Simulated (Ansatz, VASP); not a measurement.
**One calculation of Al2Ni, two programs**

```
Al Ni
1.0
     2.80912    0.00000    0.00000
    -1.40456    2.43277    0.00000
     0.00000    0.00000    6.09588
Al Ni
2 1
Direct
  0.33333 0.66667 0.19230
  0.66667 0.33333 0.80770
  0.00000 0.00000 0.50000
```

Change from the starting cell: species swapped into the Mn2N type (P-3m1, No. 164).

Alike in both runs: functional PBE; k mesh 18 × 18 × 8; occupations gaussian, width 0.1 eV; no spin polarisation.

Ansatz relaxed the structure, and its values are those at the end. VASP's run is a single point on that final structure, the one shown.

```csv
,VASP,Ansatz
version,VASP 6.6.1,Ansatz 0.2.0
potentials or method,"VASP PAW PBE potentials, release 64 (Al, Ni), cutoff 520 eV","scalar-relativistic, plane waves, PAW"
valence electrons in the cell,16,24
```

Ansatz gave:

```
gap on the k mesh at the Fermi level (eV) : none
pressure (GPa)                            : 0.0
```

Q: What did VASP give for the same quantities?

A: gap on the k mesh at the Fermi level (eV): none; pressure (GPa): 0.5.

A gap of «none» marks a metal or a gap that the smearing closes. VASP's potentials hold 16 valence electrons a cell and Ansatz's 24, so a difference there can come from the potentials and not from the codes.
